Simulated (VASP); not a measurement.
# MgO (P6_3mc) in VASP: a series of runs

The runs below take MgO through single point, with PBEsol.

All numbers are computed with VASP 6.6.1; they aren't measurements. Logs are shortened: lines on timing, memory, paths and dates and some standing lists are left out, and cuts for length are marked.

## Step 1: The cell of the first run

Symmetry: P6_3mc, No. 186, hexagonal system. Conventional cell: a = 3.535 Å, b = 3.535 Å, c = 5.321 Å, α = 90.00°, β = 90.00°, γ = 120.00°. Within 2.8 Å of Mg (site symmetry 3m) lie 4 O at 2.11 Å. O (site symmetry 3m) has 4 Mg at 2.11 Å within 2.8 Å.

## Step 2: Single point, PBEsol

Input file INCAR:

```
PREC = Accurate
ENCUT = 520
EDIFF = 1E-6
ISMEAR = 0
SIGMA = 0.05
LREAL = False
LASPH = True
NELM = 60
ALGO = Normal
ISIF = 2
LWAVE = False
LCHARG = False
GGA = PS
NBANDS = 16
```

Input file KPOINTS:

```
regular mesh
0
Gamma
  9 9 6
```

Input file POSCAR:

```
MgO
1.0
    3.5347000000      0.0000000000      0.0000000000
   -1.7673500000      3.0611399948      0.0000000000
    0.0000000000      0.0000000000      5.3206000000
Mg O
2 2
Direct
    0.3333333333      0.6666666667      0.0036583380
    0.6666666667      0.3333333333      0.5036583380
    0.3333333333      0.6666666667      0.4009416620
    0.6666666667      0.3333333333      0.9009416620
```

Potentials or basis: VASP PAW PBE potentials, release 64 (Mg, O).

On the command line:

```console
$ cat potpaw_PBE.64/Mg/POTCAR potpaw_PBE.64/O/POTCAR > POTCAR
$ mpirun -np 1 vasp_std > vasp.out
```

OUTCAR:

```text
PREC = Accurate
   ENCUT = 520
   EDIFF = 1E-6
   ISMEAR = 0
   LREAL = False
   LASPH = True
   NELM = 60
   ISIF = 2
   GGA = PS

 ion  position               nearest neighbor table
   1  0.333  0.667  0.004-   4 2.11   4 2.11   4 2.11   3 2.11   2 3.35   2 3.35   2 3.35   2 3.35
                             2 3.35   2 3.35
   2  0.667  0.333  0.504-   3 2.11   3 2.11   3 2.11   4 2.11   1 3.35   1 3.35   1 3.35   1 3.35
                             1 3.35   1 3.35
   3  0.333  0.667  0.401-   2 2.11   2 2.11   2 2.11   1 2.11
   4  0.667  0.333  0.901-   1 2.11   1 2.11   1 2.11   2 2.11

  LATTYP: Found a hexagonal cell.
 ALAT       =     3.5347000000
 C/A-ratio  =     1.5052479701

  Lattice vectors:

 A1 = (   3.5347000000,   0.0000000000,   0.0000000000)
 A2 = (  -1.7673500000,   3.0611399948,   0.0000000000)
 A3 = (   0.0000000000,   0.0000000000,   5.3206000000)

Analysis of symmetry for initial positions (statically):
=====================================================================
 Subroutine PRICEL returns:
 Original cell was already a primitive cell.

 Routine SETGRP: Setting up the symmetry group for a
 hexagonal supercell.

 Subroutine GETGRP returns: Found 12 space group operations
 (whereof  6 operations were pure point group operations)
 out of a pool of 24 trial point group operations.

The static configuration has the point symmetry C_3v.
 The point group associated with its full space group is C_6v.

Analysis of symmetry for dynamics (positions and initial velocities):
=====================================================================
 Subroutine PRICEL returns:
 Original cell was already a primitive cell.

 Routine SETGRP: Setting up the symmetry group for a
 hexagonal supercell.

 Subroutine GETGRP returns: Found 12 space group operations
 (whereof  6 operations were pure point group operations)
 out of a pool of 24 trial point group operations.

The dynamic configuration has the point symmetry C_3v.
 The point group associated with its full space group is C_6v.

 Subroutine INISYM returns: Found 12 space group operations
 (whereof  6 operations are pure point group operations),
 and found     1 'primitive' translations

----------------------------------------------------------------------------------------

                                     Primitive cell

  volume of cell :      57.5700

  direct lattice vectors                    reciprocal lattice vectors
     3.534700000  0.000000000  0.000000000     0.282909441  0.163337842  0.000000000
    -1.767350000  3.061139995  0.000000000     0.000000000  0.326675683  0.000000000
     0.000000000  0.000000000  5.320600000     0.000000000  0.000000000  0.187948728

  length of vectors
     3.534700000  3.534700000  5.320600000     0.326675683  0.326675683  0.187948728

  position of ions in fractional coordinates (direct lattice)
     0.333333333  0.666666667  0.003658338
     0.666666667  0.333333333  0.503658338
     0.333333333  0.666666667  0.400941662
     0.666666667  0.333333333  0.900941662

  ion indices of the primitive-cell ions
   primitive index   ion index
                 1           1
                 2           2
                 3           3
                 4           4

----------------------------------------------------------------------------------------

 KPOINTS: regular mesh

Automatic generation of k-mesh.
 Grid dimensions read from file:
 generate k-points for:    9    9    6

 Generating k-lattice:

  Cartesian coordinates                     Fractional coordinates (reciprocal lattice)
     0.031434382  0.018148649  0.000000000     0.111111111 -0.000000000  0.000000000
     0.000000000  0.036297298  0.000000000     0.000000000  0.111111111  0.000000000
     0.000000000  0.000000000  0.031324788     0.000000000  0.000000000  0.166666667

  Length of vectors
     0.036297298  0.036297298  0.031324788

  Shift w.r.t. Gamma in fractional coordinates (k-lattice)
     0.000000000  0.000000000  0.000000000

 Subroutine IBZKPT returns following result:
 ===========================================

 Found     48 irreducible k-points:

 Following reciprocal coordinates:
            Coordinates               Weight
  0.000000  0.000000  0.000000      1.000000
  0.111111  0.000000  0.000000      6.000000
  0.222222 -0.000000  0.000000      6.000000
  0.333333 -0.000000  0.000000      6.000000
  0.444444 -0.000000  0.000000      6.000000
  0.111111  0.111111  0.000000      6.000000
[... 16 lines left out ...]
  0.333333  0.222222  0.166667     24.000000
  0.333333  0.333333  0.166667      4.000000
 [... further k-points ...]
   k-points           NKPTS =     48   k-points in BZ     NKDIM =     48   number of bands    NBANDS=     16
   number of dos      NEDOS =    301   number of ions     NIONS =      4
   total plane-waves  NPLWV =  31360
   dimension x,y,z NGX =    28 NGY =   28 NGZ =   40
   dimension x,y,z NGXF=    56 NGYF=   56 NGZF=   80
   ions per type =               2   2
   NGX,Y,Z   is equivalent  to a cutoff of  13.17, 13.17, 12.50 a.u.
   NGXF,Y,Z  is equivalent  to a cutoff of  26.34, 26.34, 25.00 a.u.
 SYSTEM =  unknown system
   PREC   = accura    normal or accurate (medium, high low for compatibility)
   ISTART =      0    job   : 0-new  1-cont  2-samecut
   ICHARG =      2    charge: 1-file 2-atom 10-const
   ISPIN  =      1    spin polarized calculation?
   LNONCOLLINEAR =      F non collinear calculations
   LSORBIT =      F    spin-orbit coupling
   LASPH  =      T    aspherical Exc in radial PAW
   ENCUT  =  520.0 eV  38.22 Ry    6.18 a.u.   6.57  6.57  9.89*2*pi/ulx,y,z
   NELM   =     60;   NELMIN=  2; NELMDL= -5     # of ELM steps
   EDIFF  = 0.1E-05   stopping-criterion for ELM
   LREAL  =      F    real-space projection
   EDIFFG = 0.1E-04   stopping-criterion for IOM
   NSW    =      0    number of steps for IOM
   IBRION =     -1    ionic relax: 0-MD 1-quasi-New 2-CG
   NFREE  =      0    steps in history (QN), initial steepest desc. (CG)
   ISIF   =      2    stress and relaxation
   ISYM   =      2    0-nonsym 1-usesym 2-fastsym
   POTIM  = 0.5000    time-step for ionic-motion
   TEBEG  =    0.0;   TEEND  =   0.0 temperature during run
   PSTRESS=    0.0 pullay stress
   NELECT =      16.0000    total number of electrons
   NUPDOWN=      -1.0000    fix difference up-down
   EMIN   =  10.00;   EMAX   =-10.00  energy-range for DOS
   EFERMI =   0.00;   METHOD = LEGACY
   ISMEAR =     0;   SIGMA  =   0.05  broadening in eV -4-tet -1-fermi 0-gaus
   EFERMI_NEDOS =   21; number of points for ismear=-14 and -15
   IALGO  =     38    algorithm
   IMIX   =      4    mixing-type and parameters
     AMIX     =   0.40;   BMIX     =  1.00
     AMIX_MAG =   1.60;   BMIX_MAG =  1.00
  volume/ion in A,a.u.               =      14.39        97.13
  Fermi-wavevector in a.u.,A,eV,Ry     =   1.068356  2.018900 15.529483  1.141385
  Thomas-Fermi vector in A             =   2.204002
   LORBIT       =      0    0 simple, 1 ext, 2 COOP (PROOUT), +10 PAW based schemes
   GGA     = PS    functional components
   LHFCALC =     F    Hartree Fock is set to
   AEXX    =    0.0000 exact exchange contribution
   IVDW    =     0    specifies the selected vdW correction
   LEPSILON=     F    determine dielectric tensor
   LRPA    =     F    only Hartree local field effects (RPA)
 non-spin polarized calculation
 Gauss-broadening in eV      SIGMA  =   0.05
  energy-cutoff  :      520.00
  volume of cell :       57.57
 maximum number of plane-waves:      1580
 NGX is ok and might be reduce to    28
   NGX = 13   NGY = 13   NGZ = 19

 number of electron      15.9999991 magnetization

 Free energy of the ion-electron system (eV)
  ---------------------------------------------------
  ext. energy  EPLUGINS =         0.00000000
  ---------------------------------------------------
  free energy    TOTEN  =       -23.94185253 eV

  energy without entropy =      -23.94185253  energy(sigma->0) =      -23.94185253

 E-fermi :   0.3163     XC(G=0):  -9.1424

 val. band max:        0.0374816793   @ k =   0.0000   0.0000   0.0000
 cond. band min:       2.4309519472   @ k =   0.0000   0.0000   0.0000
 fundamental gap:      2.3934702680
 Fermi energy:         0.3163392777

 k-point     1 :       0.0000    0.0000    0.0000
  band No.  band energies     occupation
      1     -15.5595      2.00000
      2     -15.0187      2.00000
      3      -2.7089      2.00000
      4      -0.6123      2.00000
      5      -0.6123      2.00000
      6      -0.3044      2.00000
[... 8 lines left out ...]
     15      14.3468      0.00000
     16      14.5922      0.00000

 k-point     2 :       0.1111    0.0000    0.0000
  band No.  band energies     occupation
      1     -15.5184      2.00000
      2     -15.0059      2.00000
      3      -2.6074      2.00000
      4      -0.8752      2.00000
      5      -0.6812      2.00000
      6      -0.6588      2.00000
[... 8 lines left out ...]
     15      14.2957      0.00000
     16      14.5606      0.00000

 k-point     3 :       0.2222   -0.0000    0.0000
  band No.  band energies     occupation
      1     -15.4086      2.00000
      2     -14.9775      2.00000
      3      -2.3209      2.00000
      4      -1.5700      2.00000
      5      -1.1454      2.00000
      6      -0.8308      2.00000
[... 8 lines left out ...]
     15      13.1051      0.00000
     16      13.7651      0.00000

 k-point     4 :       0.3333   -0.0000    0.0000
  band No.  band energies     occupation
      1     -15.2676      2.00000
      2     -14.9577      2.00000
      3      -2.1984      2.00000
      4      -1.9077      2.00000
      5      -1.5701      2.00000
      6      -0.9780      2.00000
[... 8 lines left out ...]
     15      13.0369      0.00000
     16      13.5258      0.00000
[... 324 lines left out ...]
 k-point    22 :       0.2222    0.2222    0.1667
  band No.  band energies     occupation
      1     -15.1811      2.00000
      2     -14.9717      2.00000
      3      -2.2113      2.00000
      4      -2.0830      2.00000
      5      -1.2486      2.00000
      6      -1.2325      2.00000
[... 8 lines left out ...]
     15      11.7771      0.00000
     16      14.2989      0.00000

 k-point    23 :       0.3333    0.2222    0.1667
  band No.  band energies     occupation
      1     -15.0866      2.00000
      2     -14.9832      2.00000
      3      -2.3574      2.00000
      4      -1.9559      2.00000
      5      -1.5822      2.00000
      6      -1.0182      2.00000
[... 8 lines left out ...]
     15      11.9400      0.00000
     16      14.0226      0.00000

 k-point    24 :       0.3333    0.3333    0.1667
  band No.  band energies     occupation
      1     -15.0206      2.00000
      2     -15.0206      2.00000
      3      -2.1861      2.00000
      4      -1.8803      2.00000
      5      -1.8803      2.00000
      6      -1.1212      2.00000
[... 8 lines left out ...]
     15      12.0959      0.00000
     16      14.6317      0.00000

 [... further k-points ...]
[... 5 lines left out ...]
  --------------------------------------------------------------------------------------
  -------------------------------------------------------------------------------------
  Total       -6.2039896     -6.2039896     -5.0957127      0.0000000      0.0000000      0.0000000
  in kB     -172.6574341   -172.6574341   -141.8140148      0.0000000      0.0000000      0.0000000
  external PRESSURE =    -162.3762944 kB  Pullay stress =       0.0000000 kB

 VOLUME and BASIS-vectors are now :
 -----------------------------------------------------------------------------
  energy-cutoff  :      520.00
  volume of cell :       57.57
      direct lattice vectors                 reciprocal lattice vectors
     3.534700000  0.000000000  0.000000000     0.282909441  0.163337842  0.000000000
    -1.767350000  3.061139995  0.000000000     0.000000000  0.326675683  0.000000000
     0.000000000  0.000000000  5.320600000     0.000000000  0.000000000  0.187948728

 POSITION                                       TOTAL-FORCE (eV/Angst)
 -----------------------------------------------------------------------------------
     -0.00000      2.04076      0.01946        -0.000000      0.000000      0.100778
      1.76735      1.02038      2.67976         0.000000     -0.000000      0.100778
     -0.00000      2.04076      2.13325        -0.000000      0.000000     -0.100778
      1.76735      1.02038      4.79355         0.000000     -0.000000     -0.100778
 -----------------------------------------------------------------------------------
    total drift:                               -0.000000      0.000000     -0.000532

  FREE ENERGIE OF THE ION-ELECTRON SYSTEM (eV)
  ---------------------------------------------------
  free  energy   TOTEN  =       -23.9418525300 eV

  energy  without entropy=      -23.9418525300  energy(sigma->0) =      -23.94185253
```

Wall time 19 s (1 thread of AMD EPYC 9R45 (Zen 5), shared host); peak memory 0.17 GiB.

What came out:

| Quantity | Value |
| --- | --- |
| Free energy | -23.9419 eV |
| Pressure | -16.2 GPa |
| Largest force | 0.101 eV/Å |
| Band gap on the k mesh | 2.39 eV, direct |

Forces in eV/Å, atoms in the order of the input:
```
Mg   0.000  0.000  0.101
Mg   0.000  0.000  0.101
O    0.000  0.000 -0.101
O    0.000  0.000 -0.101
```

Stress tensor (GPa, compression positive):
```
-17.27   0.00   0.00
  0.00 -17.27   0.00
  0.00   0.00 -14.18
```

Caveat: the PAW data sets were made with another functional, which shifts forces and pressure a little. As with any semilocal functional, this PBEsol gap is likely too small.

## Step 3: Single point, PBEsol

This run uses another cell than the first one, of 14.66 Å³/atom, 1.019 times its volume.

Input file INCAR:

```
SYSTEM = MgO
  ALGO = Normal
  EDIFF = 1E-7
  ENCUT = 520
  GGA = PS
  ISIF = 2
  ISMEAR = 0
  LASPH = .TRUE.
  LCHARG = .FALSE.
  LREAL = .FALSE.
  LWAVE = .FALSE.
  NBANDS = 16
  NELM = 100
  PREC = Accurate
  SIGMA = 0.05
```

Input file KPOINTS:

```
k-points
0
G
  9 9 6
  0 0 0
```

POSCAR, as its differences from that of step 2:

```diff
@@ -4,3 +4,3 @@
    -1.7673500000      3.0611399948      0.0000000000
-    0.0000000000      0.0000000000      5.3206000000
+    0.0000000000      0.0000000000      5.4209000000
 Mg O
```

Potentials or basis: VASP PAW PBE potentials, release 64 (Mg, O).

On the command line:

```console
$ cat potpaw_PBE.64/Mg/POTCAR potpaw_PBE.64/O/POTCAR > POTCAR
$ mpirun -np 1 vasp_std > vasp.out
```

OUTCAR:

```text
SYSTEM = MgO
   EDIFF = 1E-7
   ENCUT = 520
   GGA = PS
   ISIF = 2
   ISMEAR = 0
   LASPH = .TRUE.
   LREAL = .FALSE.
   NELM = 100
   PREC = Accurate

 ion  position               nearest neighbor table
   1  0.333  0.667  0.004-   4 2.12   4 2.12   4 2.12   3 2.15   2 3.39   2 3.39   2 3.39   2 3.39
                             2 3.39   2 3.39
   2  0.667  0.333  0.504-   3 2.12   3 2.12   3 2.12   4 2.15   1 3.39   1 3.39   1 3.39   1 3.39
                             1 3.39   1 3.39
   3  0.333  0.667  0.401-   2 2.12   2 2.12   2 2.12   1 2.15
   4  0.667  0.333  0.901-   1 2.12   1 2.12   1 2.12   2 2.15

  LATTYP: Found a hexagonal cell.
 ALAT       =     3.5347000000
 C/A-ratio  =     1.5336237870

  Lattice vectors:

 A1 = (   3.5347000000,   0.0000000000,   0.0000000000)
 A2 = (  -1.7673500000,   3.0611399948,   0.0000000000)
 A3 = (   0.0000000000,   0.0000000000,   5.4209000000)

Analysis of symmetry for initial positions (statically):
=====================================================================
 Subroutine PRICEL returns:
 Original cell was already a primitive cell.

[... 180 lines left out ...]
 fundamental gap:      2.3315713410
 Fermi energy:         0.1691750420

 k-point     1 :       0.0000    0.0000    0.0000
  band No.  band energies     occupation
      1     -15.5948      2.00000
      2     -15.0979      2.00000
      3      -2.7608      2.00000
      4      -0.6589      2.00000
      5      -0.6589      2.00000
      6      -0.3789      2.00000
[... 433 lines left out ...]
      3      -2.2176      2.00000
      4      -1.9295      2.00000
      5      -1.9295      2.00000
      6      -1.2205      2.00000
[... 8 lines left out ...]
     15      11.8763      0.00000
     16      14.4018      0.00000

 [... further k-points ...]

------------------------ aborting loop because EDIFF is reached ----------------------------------------

  FORCE on cell =-STRESS in cart. coord.  units (eV):
  Direction    XX          YY          ZZ          XY          YZ          ZX
  --------------------------------------------------------------------------------------
  -------------------------------------------------------------------------------------
  Total       -6.4294929     -6.4294929     -5.8265904      0.0000000      0.0000000     -0.0000000
  in kB     -175.6224998   -175.6224998   -159.1541345      0.0000000      0.0000000     -0.0000000
  external PRESSURE =    -170.1330447 kB  Pullay stress =       0.0000000 kB

 VOLUME and BASIS-vectors are now :
 -----------------------------------------------------------------------------
  energy-cutoff  :      520.00
  volume of cell :       58.66
      direct lattice vectors                 reciprocal lattice vectors
     3.534700000  0.000000000  0.000000000     0.282909441  0.163337842  0.000000000
    -1.767350000  3.061139995  0.000000000     0.000000000  0.326675683  0.000000000
     0.000000000  0.000000000  5.420900000     0.000000000  0.000000000  0.184471213

 POSITION                                       TOTAL-FORCE (eV/Angst)
 -----------------------------------------------------------------------------------
     -0.00000      2.04076      0.01983         0.000000     -0.000000      0.161337
      1.76735      1.02038      2.73028        -0.000000      0.000000      0.161337
     -0.00000      2.04076      2.17346        -0.000000      0.000000     -0.161337
      1.76735      1.02038      4.88391         0.000000     -0.000000     -0.161337
 -----------------------------------------------------------------------------------
    total drift:                               -0.000000      0.000000      0.000959

  FREE ENERGIE OF THE ION-ELECTRON SYSTEM (eV)
  ---------------------------------------------------
  free  energy   TOTEN  =       -23.8405409075 eV

  energy  without entropy=      -23.8405409075  energy(sigma->0) =      -23.84054091
```

stdout:

```text
POSCAR found type information on POSCAR MgO
 POSCAR found :  2 types and       4 ions
 scaLAPACK will be used
 -----------------------------------------------------------------------------
|                                                                             |
|                                                                             |
|     You enforced a specific xc type in the INCAR file but a different       |
|     I HOPE YOU KNOW WHAT YOU ARE DOING!                                     |
|                                                                             |
 -----------------------------------------------------------------------------

 LDA part: xc-table for (Slater+PW92), standard interpolation
 POSCAR, INCAR and KPOINTS ok, starting setup
 FFT: planning ... GRIDC
 FFT: planning ... GRID_SOFT
 FFT: planning ... GRID
 WAVECAR not read
 entering main loop
```

It took 22 s on 1 thread of AMD EPYC 9R45 (Zen 5), shared host; peak memory 0.17 GiB.

What came out:

* Free energy: -23.8405 eV
* Pressure: -17.0 GPa
* Largest force: 0.161 eV/Å
* Band gap on the k mesh: 2.33 eV, direct

Forces in eV/Å, atoms in the order of the input:
```
Mg   0.000  0.000  0.161
Mg   0.000  0.000  0.161
O    0.000  0.000 -0.161
O    0.000  0.000 -0.161
```

Caveat: the PAW data sets were made with another functional, which shifts forces and pressure a little. A hybrid or GW would open this gap; PBEsol tends to underestimate it.

[end of part 1 of 2]
